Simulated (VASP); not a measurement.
# LiCl (P1) in VASP: relaxation of cell and atoms with PBE

Aim: the relaxation of cell and atoms of LiCl with PBE.

Everything below comes from runs of VASP 6.6.1. Logs are shortened: lines on timing, memory, paths and dates and some standing lists are left out, and cuts for length are marked.

**1. The cell of the first run**

The typed cell holds 12 atoms: a = 3.640 Å, b = 6.213 Å, c = 10.547 Å, α = 88.78°, β = 90.20°, γ = 89.87°.

**2. Relaxation of cell and atoms, PBE**

INCAR

```
SYSTEM = LiCl
  PREC = Accurate
  ENCUT = 600
  EDIFF = 1E-7
  ISMEAR = 0
  SIGMA = 0.1
  LREAL = .False.
  LASPH = .True.
  NELM = 60
  ALGO = Normal
  ISIF = 3
  LWAVE = .False.
  LCHARG = .False.
  GGA = PE
  IBRION = 2
  NSW = 80
  EDIFFG = -0.025
```

KPOINTS

```
regular mesh
0
Gamma
  4 2 2
  0 0 0
```

POSCAR

```
LiCl
1.0
    0.0076591123     -0.0004576939     -3.6395872703
    3.0496372035     -5.4127247778     -0.0070697898
   -9.0765840185     -5.3709664232      0.0185569029
Li Cl
6 6
Direct
    0.3649195174      0.3335264287      0.6846771155
    0.2945550962      0.8188793311      0.2015067850
    0.7113623342      0.9323191019      0.4751136765
    0.6695177364      0.3805797084      0.0279070761
    0.9550169511      0.7778697747      0.8151471801
    0.9792788582      0.2843591708      0.3027826822
    0.8436166890      0.1753299072      0.8209565721
    0.8447556159      0.6862477125      0.3021922120
    0.1807407927      0.1307974140      0.5274211068
    0.2251901699      0.6512687758     -0.0161609959
    0.4117214905      0.6818108399      0.6853792298
    0.5193247484      0.1470118348      0.1730773599
```

Potentials or basis: VASP PAW PBE potentials, release 64 (Li_sv, Cl).

Started as:

```console
$ cat potpaw_PBE.64/Li_sv/POTCAR potpaw_PBE.64/Cl/POTCAR > POTCAR
$ mpirun -np 1 vasp_std > vasp.out
```

OUTCAR:

```text
SYSTEM = LiCl
   PREC = Accurate
   ENCUT = 600
   EDIFF = 1E-7
   ISMEAR = 0
   LREAL = .False.
   LASPH = .True.
   NELM = 60
   ISIF = 3
   GGA = PE
   IBRION = 2
   NSW = 80
   EDIFFG = -0.025

 ion  position               nearest neighbor table
   1  0.365  0.334  0.685-  11 2.17   9 2.21   7 2.45   7 2.57
   2  0.295  0.819  0.202-   8 2.11  12 2.21   8 2.40  10 2.55
   3  0.711  0.932  0.475-   9 2.19   9 2.36   8 2.45
   4  0.670  0.381  0.028-  12 2.16  10 2.37   7 2.63
   5  0.955  0.778  0.815-  10 2.16  11 2.24  11 2.48   7 2.50
   6  0.979  0.284  0.303-  12 2.33   8 2.54  12 2.55
   7  0.844  0.175  0.821-   1 2.45   5 2.50   1 2.57   4 2.63
   8  0.845  0.686  0.302-   2 2.11   2 2.40   3 2.45   6 2.54
   9  0.181  0.131  0.527-   3 2.19   1 2.21   3 2.36
  10  0.225  0.651  0.984-   5 2.16   4 2.37   2 2.55
  11  0.412  0.682  0.685-   1 2.17   5 2.24   5 2.48
  12  0.519  0.147  0.173-   4 2.16   2 2.21   6 2.33   6 2.55

  LATTYP: Found a triclinic cell.
 ALAT       =    12.1263202008
 B/A-ratio  =     0.5123337383
 C/A-ratio  =     0.3001401330
 COS(alpha) =     0.0022804910
 COS(beta)  =     0.0042181084
 COS(gamma) =     0.4938682445

  Lattice vectors:

 A1 = (  12.1262212220,  -0.0417583546,  -0.0256266927)
 A2 = (   3.0496372035,  -5.4127247778,  -0.0070697898)
 A3 = (   0.0076591123,  -0.0004576939,  -3.6395872703)

Analysis of symmetry for initial positions (statically):
=====================================================================
 Subroutine PRICEL returns:
 Original cell was already a primitive cell.

 Routine SETGRP: Setting up the symmetry group for a
 triclinic supercell.

 Subroutine GETGRP returns: Found  1 space group operations
 (whereof  1 operations were pure point group operations)
 out of a pool of  2 trial point group operations.

The static configuration has the point symmetry C_1 .

Analysis of symmetry for dynamics (positions and initial velocities):
=====================================================================
 Subroutine PRICEL returns:
 Original cell was already a primitive cell.

 Routine SETGRP: Setting up the symmetry group for a
 triclinic supercell.

 Subroutine GETGRP returns: Found  1 space group operations
 (whereof  1 operations were pure point group operations)
 out of a pool of  2 trial point group operations.

The dynamic configuration has the point symmetry C_1 .

 Subroutine INISYM returns: Found  1 space group operations
 (whereof  1 operations are pure point group operations),
 and found     1 'primitive' translations

----------------------------------------------------------------------------------------

                                     Primitive cell

  volume of cell :     238.4230

  direct lattice vectors                    reciprocal lattice vectors
     0.007659112 -0.000457694 -3.639587270    -0.000580544  0.000031783 -0.274757654
     3.049637204 -5.412724778 -0.007069790     0.081989186 -0.138555737  0.000189961
    -9.076584019 -5.370966423  0.018556903    -0.082626589 -0.046553250 -0.000168024

  length of vectors
     3.639595358  6.212722960 10.546658339     0.274758269  0.160996755  0.094838739

  position of ions in fractional coordinates (direct lattice)
     0.364919517  0.333526429  0.684677116
     0.294555096  0.818879331  0.201506785
     0.711362334  0.932319102  0.475113677
     0.669517736  0.380579708  0.027907076
     0.955016951  0.777869775  0.815147180
     0.979278858  0.284359171  0.302782682
     0.843616689  0.175329907  0.820956572
     0.844755616  0.686247712  0.302192212
     0.180740793  0.130797414  0.527421107
     0.225190170  0.651268776  0.983839004
     0.411721490  0.681810840  0.685379230
     0.519324748  0.147011835  0.173077360

  ion indices of the primitive-cell ions
   primitive index   ion index
                 1           1
                 2           2
                 3           3
                 4           4
                 5           5
                 6           6
                 7           7
                 8           8
                 9           9
                10          10
                11          11
                12          12

----------------------------------------------------------------------------------------

 KPOINTS: regular mesh

Automatic generation of k-mesh.
 Grid dimensions read from file:
 generate k-points for:    4    2    2

 Generating k-lattice:

  Cartesian coordinates                     Fractional coordinates (reciprocal lattice)
    -0.000145136  0.000007946 -0.068689414     0.250000000 -0.000000000  0.000000000
     0.040994593 -0.069277868  0.000094981     0.000000000  0.500000000  0.000000000
    -0.041313294 -0.023276625 -0.000084012     0.000000000  0.000000000  0.500000000

  Length of vectors
     0.068689567  0.080498377  0.047419370

  Shift w.r.t. Gamma in fractional coordinates (k-lattice)
     0.000000000  0.000000000  0.000000000

 Subroutine IBZKPT returns following result:
 ===========================================

 Found     12 irreducible k-points:

 Following reciprocal coordinates:
            Coordinates               Weight
  0.000000  0.000000  0.000000      1.000000
  0.250000  0.000000 -0.000000      2.000000
  0.500000  0.000000 -0.000000      1.000000
  0.000000  0.500000 -0.000000      1.000000
  0.250000  0.500000 -0.000000      2.000000
  0.500000  0.500000  0.000000      1.000000
  0.000000 -0.000000  0.500000      1.000000
  0.250000 -0.000000  0.500000      2.000000
  0.500000 -0.000000  0.500000      1.000000
 -0.000000  0.500000  0.500000      1.000000
  0.250000  0.500000  0.500000      2.000000
  0.500000  0.500000  0.500000      1.000000
   k-points           NKPTS =     12   k-points in BZ     NKDIM =     12   number of bands    NBANDS=     37
   number of dos      NEDOS =    301   number of ions     NIONS =     12
   total plane-waves  NPLWV = 126000
   dimension x,y,z NGX =    30 NGY =   50 NGZ =   84
   dimension x,y,z NGXF=    60 NGYF=  100 NGZF=  168
   ions per type =               6   6
   NGX,Y,Z   is equivalent  to a cutoff of  13.70, 13.38, 13.24 a.u.
   NGXF,Y,Z  is equivalent  to a cutoff of  27.41, 26.76, 26.48 a.u.
 SYSTEM =  LiCl
   PREC   = accura    normal or accurate (medium, high low for compatibility)
   ISTART =      0    job   : 0-new  1-cont  2-samecut
   ICHARG =      2    charge: 1-file 2-atom 10-const
   ISPIN  =      1    spin polarized calculation?
   LNONCOLLINEAR =      F non collinear calculations
   LSORBIT =      F    spin-orbit coupling
   LASPH  =      T    aspherical Exc in radial PAW
   ENCUT  =  600.0 eV  44.10 Ry    6.64 a.u.   7.27 12.41 21.06*2*pi/ulx,y,z
   NELM   =     60;   NELMIN=  2; NELMDL= -5     # of ELM steps
   EDIFF  = 0.1E-06   stopping-criterion for ELM
   LREAL  =      F    real-space projection
   EDIFFG = -.3E-01   stopping-criterion for IOM
   NSW    =     80    number of steps for IOM
   IBRION =      2    ionic relax: 0-MD 1-quasi-New 2-CG
   NFREE  =      1    steps in history (QN), initial steepest desc. (CG)
   ISIF   =      3    stress and relaxation
   ISYM   =      2    0-nonsym 1-usesym 2-fastsym
   POTIM  = 0.5000    time-step for ionic-motion
   TEBEG  =    0.0;   TEEND  =   0.0 temperature during run
   PSTRESS=    0.0 pullay stress
   NELECT =      60.0000    total number of electrons
   NUPDOWN=      -1.0000    fix difference up-down
   EMIN   =  10.00;   EMAX   =-10.00  energy-range for DOS
   EFERMI =   0.00;   METHOD = LEGACY
   ISMEAR =     0;   SIGMA  =   0.10  broadening in eV -4-tet -1-fermi 0-gaus
   EFERMI_NEDOS =   21; number of points for ismear=-14 and -15
   IALGO  =     38    algorithm
   IMIX   =      4    mixing-type and parameters
     AMIX     =   0.40;   BMIX     =  1.00
     AMIX_MAG =   1.60;   BMIX_MAG =  1.00
  volume/ion in A,a.u.               =      19.87       134.08
  Fermi-wavevector in a.u.,A,eV,Ry     =   1.033576  1.953176 14.534830  1.068280
  Thomas-Fermi vector in A             =   2.167830
   LORBIT       =      0    0 simple, 1 ext, 2 COOP (PROOUT), +10 PAW based schemes
   GGA     = PE    functional components
   LHFCALC =     F    Hartree Fock is set to
   AEXX    =    0.0000 exact exchange contribution
   IVDW    =     0    specifies the selected vdW correction
   LEPSILON=     F    determine dielectric tensor
   LRPA    =     F    only Hartree local field effects (RPA)
 conjugate gradient relaxation of ions
 non-spin polarized calculation
 Gauss-broadening in eV      SIGMA  =   0.10
  energy-cutoff  :      600.00
  volume of cell :      238.42
 maximum number of plane-waves:      7978
 NGX is ok and might be reduce to    30
   NGX = 15   NGY = 25   NGZ = 43

--------------------------------------- Ionic step        1  -------------------------------------------

 number of electron      60.0000013 magnetization

 Free energy of the ion-electron system (eV)
  ---------------------------------------------------
  ext. energy  EPLUGINS =         0.00000000
  ---------------------------------------------------
  free energy    TOTEN  =       -42.83800729 eV

  energy without entropy =      -42.83800729  energy(sigma->0) =      -42.83800729

------------------------ aborting loop because EDIFF is reached ----------------------------------------

  FORCE on cell =-STRESS in cart. coord.  units (eV):
  Direction    XX          YY          ZZ          XY          YZ          ZX
  --------------------------------------------------------------------------------------
  -------------------------------------------------------------------------------------
  Total        4.1019833      1.7132625      3.4545903     -1.0936431      0.7325281     -0.9090153
  in kB       27.5648909     11.5129415     23.2144788     -7.3491652      4.9225108     -6.1084858
  external PRESSURE =      20.7641037 kB  Pullay stress =       0.0000000 kB
[... 31 lines left out ...]
  energy  without entropy=      -42.8380072852  energy(sigma->0) =      -42.83800729

--------------------------------------- Ionic step        2  -------------------------------------------

 number of electron      59.9999993 magnetization

 E-fermi :   0.4284     XC(G=0):  -7.7092

 val. band max:       -0.0917740633   @ k =   0.0000   0.0000   0.0000
 cond. band min:       4.5169483130   @ k =   0.0000   0.0000   0.0000
 fundamental gap:      4.6087223763
 Fermi energy:         0.4283578417

 k-point     1 :       0.0000    0.0000    0.0000
  band No.  band energies     occupation
      1     -45.2304      2.00000
      2     -44.6448      2.00000
      3     -44.3564      2.00000
      4     -44.3237      2.00000
      5     -43.6226      2.00000
      6     -43.6106      2.00000
[... 554 lines left out ...]
  FREE ENERGIE OF THE ION-ELECTRON SYSTEM (eV)
  ---------------------------------------------------
  free  energy   TOTEN  =       -43.7888777690 eV

  energy  without entropy=      -43.7888777690  energy(sigma->0) =      -43.78887777

[... ionic steps 4 to 16 ...]

--------------------------------------- Ionic step       17  -------------------------------------------

 number of electron      59.9999988 magnetization

------------------------ aborting loop because EDIFF is reached ----------------------------------------

  FORCE on cell =-STRESS in cart. coord.  units (eV):
  Direction    XX          YY          ZZ          XY          YZ          ZX
  --------------------------------------------------------------------------------------
  -------------------------------------------------------------------------------------
  Total       -0.0461175      0.0265982     -0.0095145     -0.0340822     -0.0043783     -0.0174071
  in kB       -0.3014053      0.1738352     -0.0621831     -0.2227475     -0.0286149     -0.1137657
  external PRESSURE =      -0.0632511 kB  Pullay stress =       0.0000000 kB
[... 77 lines left out ...]
  energy  without entropy=      -44.1362515744  energy(sigma->0) =      -44.13625157

--------------------------------------- Ionic step       19  -------------------------------------------

 number of electron      59.9999993 magnetization

 Free energy of the ion-electron system (eV)
  ---------------------------------------------------
  ext. energy  EPLUGINS =         0.00000000
  ---------------------------------------------------
  free energy    TOTEN  =       -44.13751630 eV

  energy without entropy =      -44.13751630  energy(sigma->0) =      -44.13751630

 E-fermi :  -0.4717     XC(G=0):  -7.7532

 val. band max:       -0.9417772351   @ k =   0.0000   0.0000   0.0000
 cond. band min:       4.8916039840   @ k =   0.0000   0.0000   0.0000
 fundamental gap:      5.8333812190
 Fermi energy:        -0.4717195543

 k-point     1 :       0.0000    0.0000    0.0000
  band No.  band energies     occupation
      1     -44.1562      2.00000
      2     -44.1491      2.00000
      3     -44.1437      2.00000
      4     -44.1420      2.00000
      5     -44.1394      2.00000
      6     -44.1278      2.00000
[... 508 lines left out ...]
  FREE ENERGIE OF THE ION-ELECTRON SYSTEM (eV)
  ---------------------------------------------------
  free  energy   TOTEN  =       -44.1375162971 eV

  energy  without entropy=      -44.1375162971  energy(sigma->0) =      -44.13751630

 reached required accuracy - stopping structural energy minimisation
```

Wall time 36 min (1 thread of Intel Xeon Platinum 8259CL at 2.50GHz (Skylake/Cascade Lake), shared host); peak memory 0.4 GiB.

What came out:

```yaml
Free_energy: -44.1375 eV
Relaxed_volume: 20.41 Å³/atom
Relaxed_cell: a = 3.700 Å, b = 6.178 Å, c = 10.715 Å, α = 90.12°, β = 89.93°, γ = 89.99°
Space_group_after_relaxing_to_0.1_Å: P3_221 (No. 154)
Energy_gained_by_relaxing: 108.3 meV/atom
Ionic_steps: 19
Pressure_after_relaxing: 0.0 GPa
Largest_force_after_relaxing: 0.022 eV/Å
Band_gap_on_the_k_mesh: 5.83 eV
```

Forces in eV/Å, atoms in the order of the input:
```
Li   0.000 -0.012 -0.004
Li   0.015  0.012  0.001
Li   0.002 -0.007  0.003
Li  -0.009 -0.014  0.015
Li   0.003 -0.002 -0.017
Li   0.003  0.007 -0.002
Cl  -0.003 -0.006 -0.003
Cl  -0.011  0.009 -0.002
Cl  -0.002 -0.008  0.000
Cl   0.006  0.005  0.013
Cl   0.003  0.011 -0.007
Cl  -0.007  0.005  0.003
```

The path:
| step | energy change (eV) | largest force (eV/Å) | pressure (GPa) | volume (Å³) |
| --- | --- | --- | --- | --- |
| 1 | 0.0000 | 1.4930 | 2.08 | 238.42 |
| 2 | -0.6060 | 1.0816 | 0.39 | 247.40 |
| 3 | -0.9509 | 0.5056 | -1.27 | 262.30 |
| 4 | -0.9523 | 0.4778 | -1.33 | 263.10 |
| 5 | -1.0737 | 0.3635 | -0.79 | 255.57 |
| 6 | -1.1587 | 0.4866 | 0.44 | 242.61 |
| 7 | -1.2161 | 0.2414 | 0.33 | 242.40 |
| 8 | -1.2445 | 0.2136 | 0.30 | 242.07 |
| 9 | -1.2627 | 0.1203 | -0.06 | 245.18 |
| 10 | -1.2660 | 0.1064 | -0.27 | 247.12 |
| 11 | -1.2760 | 0.0900 | -0.09 | 245.31 |
| 12 | -1.2803 | 0.0968 | 0.16 | 243.05 |
| 13 | -1.2866 | 0.0564 | 0.06 | 244.02 |
| 14 | -1.2890 | 0.0661 | -0.04 | 245.10 |
| 15 | -1.2936 | 0.0492 | -0.01 | 244.94 |
| 16 | -1.2952 | 0.0819 | 0.02 | 244.78 |
| 17 | -1.2978 | 0.0325 | -0.01 | 245.15 |
| 18 | -1.2982 | 0.0294 | -0.02 | 245.38 |
| 19 | -1.2995 | 0.0224 | 0.02 | 244.95 |

Final structure:
```yaml
crystal:
  lattice:
    - [-0.00156, -0.00100, -3.70016]
    - [3.09637, -5.34627, -0.00073]
    - [-9.28385, -5.34995, -0.00705]
  atoms:
    - { symbol: Li, position: [0.33013, 0.30393, 0.69327] }
    - { symbol: Li, position: [0.33541, 0.80810, 0.19514] }
    - { symbol: Li, position: [0.66811, 0.88672, 0.50079] }
    - { symbol: Li, position: [0.67732, 0.38765, 0.99979] }
    - { symbol: Li, position: [0.98639, 0.80333, 0.80734] }
    - { symbol: Li, position: [0.00220, 0.30750, 0.30610] }
    - { symbol: Cl, position: [0.83024, 0.17958, 0.81879] }
    - { symbol: Cl, position: [0.83473, 0.68167, 0.31976] }
    - { symbol: Cl, position: [0.16784, 0.13912, 0.49900] }
    - { symbol: Cl, position: [0.17588, 0.64031, 0.00014] }
    - { symbol: Cl, position: [0.48810, 0.68019, 0.68014] }
    - { symbol: Cl, position: [0.50366, 0.18190, 0.17975] }
```

Caveat: the k points lie up to 0.51 Å⁻¹ apart in the final cell; the cutoff is under 1.25 times the usual one of these potentials, so pressure, stress and relaxed cells hold a basis-set (Pulay) error.
